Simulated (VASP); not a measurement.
Runs of VASP 6.6.1 on Ba2TeSe. The structure is that of space group R-3m (No. 166), or close to it. The cells are those of the table. 

```csv
level,cell,gap on the mesh (eV),pressure (GPa),largest force (eV/Å)
PBE,"a = 8.247 Å, angles 33.4°, 4 atoms",1.50,2.7,0.03
PBE,"a = 8.334 Å, angles 33.4°, 4 atoms",(c),1.5,0.01
PBE,"a = 8.410 Å, angles 33.5°, 4 atoms",1.62,0.5,0.01
r2SCAN,"a = 8.238 Å, angles 33.5°, 4 atoms",(b),(a),0.04
PBE,"a = 8.419 Å, angles 33.4°, 4 atoms",1.63,0.4,-
r2SCAN,"a = 8.325 Å, angles 33.5°, 4 atoms",1.92,1.5,0.02
PBE,"a = 8.502 Å, angles 33.4°, 4 atoms",1.69,-0.6,0.02
PBE,"a = 8.584 Å, angles 33.4°, 4 atoms",1.73,-1.3,0.03
```

Alike in all rows: task single point; potentials or basis VASP PAW PBE potentials, release 64 (Se, Te, Ba_sv); no spin polarisation; k mesh 6 × 6 × 6; cutoff (eV) 520; smearing gaussian 0.01 eV.

Question: Estimate the missing entries.

Answer: (a) 2.9; (b) 1.85; (c) 1.57.

Caveats: spin-orbit coupling is left out, which moves the levels of the heavy elements; the PAW data sets were made with another functional, which shifts forces and pressure a little (at least some runs).

A k mesh can miss the band edges, and the runs leave out spin-orbit coupling on Ba, Se, Te.
